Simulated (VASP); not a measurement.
# TaAs (I4_1md) in VASP: notebook

TaAs is run at these levels: PBEsol, LDA+U, PBE; tasks: relaxation of cell and atoms, single point.

Program: VASP 6.6.1. These are calculated values, not measurements. Logs are shortened: lines on timing, memory, paths and dates and some standing lists are left out, and cuts for length are marked.

## (1) The cell of the first run

It takes space group I4_1md (No. 109, tetragonal). The conventional cell has a = 3.444 Å, b = 3.444 Å, c = 11.736 Å, α = 90.00°, β = 90.00°, γ = 90.00°. Ta (site symmetry 2mm) has 6 As at 2.61 to 2.62 Å and 8 Ta at 3.40 to 3.44 Å within 3.5 Å. Within 3.5 Å of As (site symmetry 2mm) lie 6 Ta at 2.61 to 2.62 Å and 8 As at 3.40 to 3.44 Å.

## (2) Relaxation of cell and atoms, PBEsol, target pressure 2 GPa, at which the enthalpy is minimised

File INCAR:

```
PREC = Accurate
ENCUT = 600
EDIFF = 1E-6
ISMEAR = -1
SIGMA = 0.05
LREAL = F
LASPH = T
NELM = 100
ALGO = Normal
ISIF = 3
LWAVE = F
LCHARG = F
GGA = PS
IBRION = 2
NSW = 60
EDIFFG = -0.01
PSTRESS = 20.0
```

File KPOINTS:

```
Automatic mesh
0
Gamma
  11 11 11
```

File POSCAR:

```
TaAs
1.0
   -1.7218133622      1.7218133622      5.8679415361
    1.7218133622     -1.7218133622      5.8679415361
    1.7218133622      1.7218133622     -5.8679415361
Ta As
2 2
Direct
    0.4999673000      0.4999673000      0.0000000000
    0.2499673000      0.7499673000      0.5000000000
    0.0826321200      0.0826321200      0.0000000000
    0.8326321200      0.3326321200      0.5000000000
```

Potentials or basis: VASP PAW PBE potentials, release 64 (Ta_pv, As).

Launch:

```sh
$ cat potpaw_PBE.64/Ta_pv/POTCAR potpaw_PBE.64/As/POTCAR > POTCAR
$ mpirun -np 1 vasp_std > vasp.out
```

OUTCAR:

```text
PREC = Accurate
   ENCUT = 600
   EDIFF = 1E-6
   ISMEAR = -1
   LREAL = F
   LASPH = T
   NELM = 100
   ISIF = 3
   GGA = PS
   IBRION = 2
   NSW = 60
   EDIFFG = -0.01
   PSTRESS = 20.0

 ion  position               nearest neighbor table
   1  0.500  0.500  0.000-   4 2.61   4 2.61   3 2.62   3 2.62   3 2.62   3 2.62   2 3.40   2 3.40
                             2 3.40   2 3.40
   2  0.250  0.750  0.500-   3 2.61   3 2.61   4 2.62   4 2.62   4 2.62   4 2.62   1 3.40   1 3.40
                             1 3.40   1 3.40
   3  0.083  0.083  0.000-   2 2.61   2 2.61   1 2.62   1 2.62   1 2.62   1 2.62
   4  0.833  0.333  0.500-   1 2.61   1 2.61   2 2.62   2 2.62   2 2.62   2 2.62

  LATTYP: Found a body centered tetragonal cell.
 ALAT       =     3.4436267244
 C/A-ratio  =     3.4080009279

  Lattice vectors:

 A1 = (  -1.7218133622,   1.7218133622,   5.8679415361)
 A2 = (   1.7218133622,  -1.7218133622,   5.8679415361)
 A3 = (   1.7218133622,   1.7218133622,  -5.8679415361)

Analysis of symmetry for initial positions (statically):
=====================================================================
 Subroutine PRICEL returns:
 Original cell was already a primitive cell.

 Routine SETGRP: Setting up the symmetry group for a
 body centered tetragonal supercell.

 Subroutine GETGRP returns: Found  8 space group operations
 (whereof  4 operations were pure point group operations)
 out of a pool of 16 trial point group operations.

The static configuration has the point symmetry C_2v.
 The point group associated with its full space group is C_4v.

Analysis of symmetry for dynamics (positions and initial velocities):
=====================================================================
 Subroutine PRICEL returns:
 Original cell was already a primitive cell.

 Routine SETGRP: Setting up the symmetry group for a
 body centered tetragonal supercell.

 Subroutine GETGRP returns: Found  8 space group operations
 (whereof  4 operations were pure point group operations)
 out of a pool of 16 trial point group operations.

The dynamic configuration has the point symmetry C_2v.
 The point group associated with its full space group is C_4v.

 Subroutine INISYM returns: Found  8 space group operations
 (whereof  4 operations are pure point group operations),
 and found     1 'primitive' translations

----------------------------------------------------------------------------------------

                                     Primitive cell

  volume of cell :      69.5854

  direct lattice vectors                    reciprocal lattice vectors
    -1.721813362  1.721813362  5.867941536     0.000000000  0.290391520  0.085208756
     1.721813362 -1.721813362  5.867941536     0.290391520  0.000000000  0.085208756
     1.721813362  1.721813362 -5.867941536     0.290391520  0.290391520  0.000000000

  length of vectors
     6.353111079  6.353111079  6.353111079     0.302634709  0.302634709  0.410675626

  position of ions in fractional coordinates (direct lattice)
     0.499967300  0.499967300  0.000000000
     0.249967300  0.749967300  0.500000000
     0.082632120  0.082632120  0.000000000
     0.832632120  0.332632120  0.500000000

  ion indices of the primitive-cell ions
   primitive index   ion index
                 1           1
                 2           2
                 3           3
                 4           4

----------------------------------------------------------------------------------------

 KPOINTS: Automatic mesh

Automatic generation of k-mesh.
 Grid dimensions read from file:
 generate k-points for:   11   11   11

 Generating k-lattice:

  Cartesian coordinates                     Fractional coordinates (reciprocal lattice)
     0.000000000  0.026399229  0.007746251     0.090909091  0.000000000  0.000000000
     0.026399229  0.000000000  0.007746251     0.000000000  0.090909091  0.000000000
     0.026399229  0.026399229  0.000000000     0.000000000  0.000000000  0.090909091

  Length of vectors
     0.027512246  0.027512246  0.037334148

  Shift w.r.t. Gamma in fractional coordinates (k-lattice)
     0.000000000  0.000000000  0.000000000

 Subroutine IBZKPT returns following result:
 ===========================================

 Found    126 irreducible k-points:

 Following reciprocal coordinates:
            Coordinates               Weight
  0.000000  0.000000  0.000000      1.000000
  0.090909  0.000000 -0.000000      8.000000
  0.181818  0.000000  0.000000      8.000000
  0.272727  0.000000  0.000000      8.000000
  0.363636  0.000000  0.000000      8.000000
  0.454545  0.000000  0.000000      8.000000
[... 16 lines left out ...]
 -0.272727  0.181818 -0.000000     16.000000
 -0.181818  0.181818  0.000000      4.000000
 [... further k-points ...]
   k-points           NKPTS =    126   k-points in BZ     NKDIM =    126   number of bands    NBANDS=     20
   number of dos      NEDOS =    301   number of ions     NIONS =      4
   total plane-waves  NPLWV = 157464
   dimension x,y,z NGX =    54 NGY =   54 NGZ =   54
   dimension x,y,z NGXF=   108 NGYF=  108 NGZF=  108
   ions per type =               2   2
   NGX,Y,Z   is equivalent  to a cutoff of  14.13, 14.13, 14.13 a.u.
   NGXF,Y,Z  is equivalent  to a cutoff of  28.26, 28.26, 28.26 a.u.
 SYSTEM =  unknown system
   PREC   = accura    normal or accurate (medium, high low for compatibility)
   ISTART =      0    job   : 0-new  1-cont  2-samecut
   ICHARG =      2    charge: 1-file 2-atom 10-const
   ISPIN  =      1    spin polarized calculation?
   LNONCOLLINEAR =      F non collinear calculations
   LSORBIT =      F    spin-orbit coupling
   LASPH  =      T    aspherical Exc in radial PAW
   ENCUT  =  600.0 eV  44.10 Ry    6.64 a.u.  12.69 12.69 12.69*2*pi/ulx,y,z
   NELM   =    100;   NELMIN=  2; NELMDL= -5     # of ELM steps
   EDIFF  = 0.1E-05   stopping-criterion for ELM
   LREAL  =      F    real-space projection
   EDIFFG = -.1E-01   stopping-criterion for IOM
   NSW    =     60    number of steps for IOM
   IBRION =      2    ionic relax: 0-MD 1-quasi-New 2-CG
   NFREE  =      1    steps in history (QN), initial steepest desc. (CG)
   ISIF   =      3    stress and relaxation
   ISYM   =      2    0-nonsym 1-usesym 2-fastsym
   POTIM  = 0.5000    time-step for ionic-motion
   TEBEG  =    0.0;   TEEND  =   0.0 temperature during run
   PSTRESS=   20.0 pullay stress
   NELECT =      32.0000    total number of electrons
   NUPDOWN=      -1.0000    fix difference up-down
   EMIN   =  10.00;   EMAX   =-10.00  energy-range for DOS
   EFERMI =   0.00;   METHOD = LEGACY
   ISMEAR =    -1;   SIGMA  =   0.05  broadening in eV -4-tet -1-fermi 0-gaus
   EFERMI_NEDOS =   21; number of points for ismear=-14 and -15
   IALGO  =     38    algorithm
   IMIX   =      4    mixing-type and parameters
     AMIX     =   0.40;   BMIX     =  1.00
     AMIX_MAG =   1.60;   BMIX_MAG =  1.00
  volume/ion in A,a.u.               =      17.40       117.40
  Fermi-wavevector in a.u.,A,eV,Ry     =   1.263627  2.387909 21.725142  1.596753
  Thomas-Fermi vector in A             =   2.396974
   LORBIT       =      0    0 simple, 1 ext, 2 COOP (PROOUT), +10 PAW based schemes
   GGA     = PS    functional components
   LHFCALC =     F    Hartree Fock is set to
   AEXX    =    0.0000 exact exchange contribution
   IVDW    =     0    specifies the selected vdW correction
   LEPSILON=     F    determine dielectric tensor
   LRPA    =     F    only Hartree local field effects (RPA)
 conjugate gradient relaxation of ions
 non-spin polarized calculation
  energy-cutoff  :      600.00
  volume of cell :       69.59
 maximum number of plane-waves:      2348
 NGX is ok and might be reduce to    54
   NGX = 25   NGY = 25   NGZ = 25

--------------------------------------- Ionic step        1  -------------------------------------------

 number of electron      32.0000000 magnetization

 Free energy of the ion-electron system (eV)
  ---------------------------------------------------
  ext. energy  EPLUGINS =         0.00000000
  ---------------------------------------------------
  free energy    TOTEN  =       -37.71516043 eV

  energy without entropy =      -37.71042386  energy(sigma->0) =      -37.71279215

------------------------ aborting loop because EDIFF is reached ----------------------------------------

  FORCE on cell =-STRESS in cart. coord.  units (eV):
  Direction    XX          YY          ZZ          XY          YZ          ZX
  --------------------------------------------------------------------------------------
  -------------------------------------------------------------------------------------
  Total       -1.2926703     -1.2926703     -1.6053190      0.0000000      0.0000000      0.0000000
  in kB      -29.7632563    -29.7632563    -36.9618772      0.0000000      0.0000000      0.0000000
  external PRESSURE =     -52.1627966 kB  Pullay stress =      20.0000000 kB
[... 265 lines left out ...]
  enthalpy is  TOTEN    =       -36.8806679406 eV   P V=        0.8444161510

--------------------------------------- Ionic step        8  -------------------------------------------

 number of electron      32.0000000 magnetization

 Free energy of the ion-electron system (eV)
  ---------------------------------------------------
  ext. energy  EPLUGINS =         0.00000000
  ---------------------------------------------------
  free energy    TOTEN  =       -37.72503710 eV

  energy without entropy =      -37.72047806  energy(sigma->0) =      -37.72275758

 E-fermi :   7.0861     XC(G=0): -12.1512

 val. band max:        7.0789491637   @ k =  -0.0909  -0.4545   0.0909
 cond. band min:       7.0896531568   @ k =  -0.0909  -0.4545   0.0909
 fundamental gap:      0.0107039931
 Fermi energy:         7.0860646602

 k-point     1 :       0.0000    0.0000    0.0000
  band No.  band energies     occupation
      1     -27.7786      2.00000
      2     -27.7254      2.00000
      3     -27.7254      2.00000
      4     -27.5656      2.00000
      5     -27.5656      2.00000
      6     -27.5019      2.00000
[... 12 lines left out ...]
     19       9.5457      0.00000
[... 513 lines left out ...]
      4     -27.6135      2.00000
      5     -27.6028      2.00000
      6     -27.5059      2.00000
[... 12 lines left out ...]
     19       9.2949      0.00000
     20      10.1765      0.00000

 [... further k-points ...]

------------------------ aborting loop because EDIFF is reached ----------------------------------------

  FORCE on cell =-STRESS in cart. coord.  units (eV):
  Direction    XX          YY          ZZ          XY          YZ          ZX
  --------------------------------------------------------------------------------------
  -------------------------------------------------------------------------------------
  Total        0.8291372      0.8291372      0.8162053      0.0000000      0.0000000      0.0000000
  in kB       19.6395890     19.6395890     19.3332730      0.0000000      0.0000000      0.0000000
  external PRESSURE =      -0.4625164 kB  Pullay stress =      20.0000000 kB
[... 19 lines left out ...]
  FREE ENERGIE OF THE ION-ELECTRON SYSTEM (eV)
  ---------------------------------------------------
  free  energy   TOTEN  =       -37.7250370985 eV

  energy  without entropy=      -37.7204780579  energy(sigma->0) =      -37.72275758

  enthalpy is  TOTEN    =       -36.8806841476 eV   P V=        0.8443529510

 reached required accuracy - stopping structural energy minimisation
```

Run time: 65 min. Hardware: 1 thread of Intel Xeon 8259CL, shared host; peak memory 0.58 GiB.

What came out:

| Item | Value |
| --- | --- |
| Free energy | -37.7250 eV |
| Relaxed volume | 16.91 Å³/atom |
| Relaxed cell | a = 6.259 Å, b = 6.259 Å, c = 6.259 Å, α = 148.26°, β = 148.26°, γ = 45.51° |
| Space group after relaxing (to 0.1 Å) | I4_1md (No. 109) |
| Energy change on relaxing (the run minimises the enthalpy) | -2.5 meV/atom |
| Ionic steps | 8 |
| Pressure after relaxing | 2.0 GPa |
| Band gap on the k mesh | zero (bands 16 and 17 overlap by 0.02 eV) |

Step by step:
| step | energy change (eV) | largest force (eV/Å) | pressure (GPa) | volume (Å³) |
| --- | --- | --- | --- | --- |
| 1 | 0.0000 | 0.0243 | -3.22 | 69.59 |
| 2 | 0.1725 | 0.0791 | 14.60 | 64.04 |
| 3 | -0.0086 | 0.0395 | 1.95 | 67.71 |
| 4 | -0.0082 | 0.0398 | 2.03 | 67.68 |
| 5 | -0.0095 | 0.0444 | 2.03 | 67.64 |
| 6 | -0.0095 | 0.0467 | 2.03 | 67.62 |
| 7 | -0.0099 | 0.0136 | 1.94 | 67.65 |
| 8 | -0.0099 | 0.0006 | 1.95 | 67.64 |

Final structure:
```
CELL_PARAMETERS angstrom
-1.71170 1.71170 5.77149
1.71170 -1.71170 5.77149
1.71170 1.71170 -5.77149
ATOMIC_POSITIONS crystal
Ta 0.50039 0.50039 0.00000
Ta 0.25039 0.75039 0.50000
As 0.08221 0.08221 0.00000
As 0.83221 0.33221 0.50000
```

Caveat: the cell is relaxed towards a set pressure, so the run minimises the enthalpy, not the energy; the PAW data sets were made with another functional, which shifts forces and pressure a little; spin-orbit coupling is left out, which moves the levels of the heavy elements.

## (3) Single point, LDA+U

File INCAR:

```
PREC = Accurate ; ENCUT = 520
EDIFF = 1E-6 ; ISMEAR = -1
SIGMA = 0.05 ; LREAL = False
LASPH = True ; NELM = 150
ALGO = Normal ; ISIF = 2
LWAVE = False ; LCHARG = False
LMAXMIX = 4 ; LDAU = True
LDAUTYPE = 2 ; LDAUL = 2 -1
LDAUU = 1 0 ; LDAUJ = 0 0
LDAUPRINT = 1 ; GGA = CA
NBANDS = 24
```

KPOINTS is that of step 2.

POSCAR is that of step 2.

Potentials or basis: VASP PAW LDA potentials, release 64 (Ta_pv, As).

Launch:

```sh
$ cat potpaw_LDA.64/Ta_pv/POTCAR potpaw_LDA.64/As/POTCAR > POTCAR
$ mpirun -np 1 vasp_std > vasp.out
```

Run time: 11 min. Hardware: 1 thread of Intel Xeon 8259CL, shared host; peak memory 0.39 GiB.

Results (log left out):

```yaml
Free_energy: -37.0550 eV
Pressure: -5.1 GPa
Largest_force: 0.021 eV/Å
Band_gap_on_the_k_mesh: zero (filled and empty bands touch)
```

Forces on the atoms (eV/Å):
```
Ta   0.000  0.000  0.021
Ta   0.000  0.000  0.021
As   0.000  0.000 -0.021
As   0.000  0.000 -0.021
```

Stress tensor (GPa, compression positive):
```
-4.98  0.00  0.00
 0.00 -4.98  0.00
 0.00  0.00 -5.27
```

Levels at points of the mesh, in eV from the Fermi level:
| k point | band 12 | band 13 | band 14 | band 15 | band 16 | band 17 | band 18 | band 19 | band 20 | band 21 |
| --- | --- | --- | --- | --- | --- | --- | --- | --- | --- | --- |
| (0.00, 0.00, 0.00) | -2.47 | -2.33 | -1.95 | -1.64 | -1.64 | 0.92 | 1.58 | 2.30 | 3.08 | 3.08 |

Eigenvalues of the final occupation matrices:
| site | spin | trace | eigenvalues |
| --- | --- | --- | --- |
| site 1 d | 1 | 1.21 | 0.22 0.24 0.24 0.25 0.25 |
| site 1 d | 2 | 1.21 | 0.22 0.24 0.24 0.25 0.25 |
| site 2 d | 1 | 1.21 | 0.22 0.24 0.24 0.25 0.25 |
| site 2 d | 2 | 1.21 | 0.22 0.24 0.24 0.25 0.25 |

Caveat: the cell stands under tension; spin-orbit coupling is left out, which moves the levels of the heavy elements; U without spin polarisation on a metal has little footing; the U is typed as a test and isn't derived for this compound.

## (4) Single point, PBE (16.35 Å³/atom)

This run uses another cell than the first one, of 16.35 Å³/atom.

File INCAR:

```
SYSTEM = TaAs
ALGO = Normal ; EDIFF = 1E-6
ENCUT = 520 ; GGA = PE
ISIF = 2 ; ISMEAR = -1
LASPH = .True. ; LCHARG = .True.
LELF = .True. ; LREAL = .False.
LVHAR = .True. ; LWAVE = .False.
NBANDS = 24 ; NELM = 80
PREC = Accurate ; SIGMA = 0.05
```

File KPOINTS:

```
k-points
0
Gamma
  11 11 11
  0 0 0
```

File POSCAR:

```
TaAs
1.0
   -1.6866644514      1.6866644514      5.7481540155
    1.6866644514     -1.6866644514      5.7481540155
    1.6866644514      1.6866644514     -5.7481540155
Ta As
2 2
Direct
    0.4999673000      0.4999673000      0.0000000000
    0.2499673000      0.7499673000      0.5000000000
    0.0826321200      0.0826321200      0.0000000000
    0.8326321200      0.3326321200      0.5000000000
```

Potentials or basis: VASP PAW PBE potentials, release 64 (Ta_pv, As).

Launch:

```sh
$ cat potpaw_PBE.64/Ta_pv/POTCAR potpaw_PBE.64/As/POTCAR > POTCAR
$ mpirun -np 1 vasp_std > vasp.out
```

Run time: 2.8 min. Hardware: 1 thread of Intel Xeon 6975P-C (Granite Rapids), shared host; peak memory 0.42 GiB.

Results (log left out):

```
Free energy            : -34.8732 eV
Pressure               : 16.0 GPa
Largest force          : 0.062 eV/Å
Band gap on the k mesh : zero (filled and empty bands overlap)
```

Forces in eV/Å, atoms in the order of the input:
```
Ta   0.000  0.000  0.062
Ta   0.000  0.000  0.062
As   0.000  0.000 -0.062
As   0.000  0.000 -0.062
```

Stress tensor (GPa, compression positive):
```
17.02  0.00  0.00
 0.00 17.02  0.00
 0.00  0.00 13.93
```

Levels at points of the mesh, in eV from the Fermi level:
```csv
k point,band 12,band 13,band 14,band 15,band 16,band 17,band 18,band 19,band 20,band 21
"(0.00, 0.00, 0.00)",-2.56,-2.55,-2.12,-1.67,-1.67,1.01,1.73,2.51,3.38,3.38
```

Caveat: the cell stands under pressure; spin-orbit coupling is left out, which moves the levels of the heavy elements.

## (5) The runs side by side

| task | level | potentials or basis | U | cell | cutoff (eV) | gap on the mesh (eV) | pressure (GPa) | largest force (eV/Å) |
| --- | --- | --- | --- | --- | --- | --- | --- | --- |
| relaxation of cell and atoms | PBEsol | VASP PAW PBE potentials, release 64 (Ta_pv, As) | - | relaxed to 2 GPa from a = 6.353 Å, angles 148.6, 148.6, 45.1°, 4 atoms | 600 | none | 2.0 | - |
| single point | LDA+U | VASP PAW LDA potentials, release 64 (Ta_pv, As) | Ta d U = 1.0 eV | a = 6.353 Å, angles 148.6, 148.6, 45.1°, 4 atoms | 520 | none | -5.1 | 0.02 |
| single point | PBE | VASP PAW PBE potentials, release 64 (Ta_pv, As) | - | a = 6.223 Å, angles 148.6, 148.6, 45.1°, 4 atoms | 520 | none | 16.0 | 0.06 |

Alike in all rows: no spin polarisation; k mesh 11 × 11 × 11; smearing fermi-dirac 0.05 eV.

Caveats: spin-orbit coupling is left out, which moves the levels of the heavy elements; the cell is relaxed towards a set pressure, so the run minimises the enthalpy, not the energy (at least some runs); the PAW data sets were made with another functional, which shifts forces and pressure a little (at least some runs); the cell stands under tension (at least some runs); U without spin polarisation on a metal has little footing (at least some runs); the U is typed as a test and isn't derived for this compound (at least some runs); the cell stands under pressure (at least some runs).

Absolute energies hang on the potentials; compare differences alone.

The gap in the log of VASP goes by the Fermi energy; the results here count the filled bands.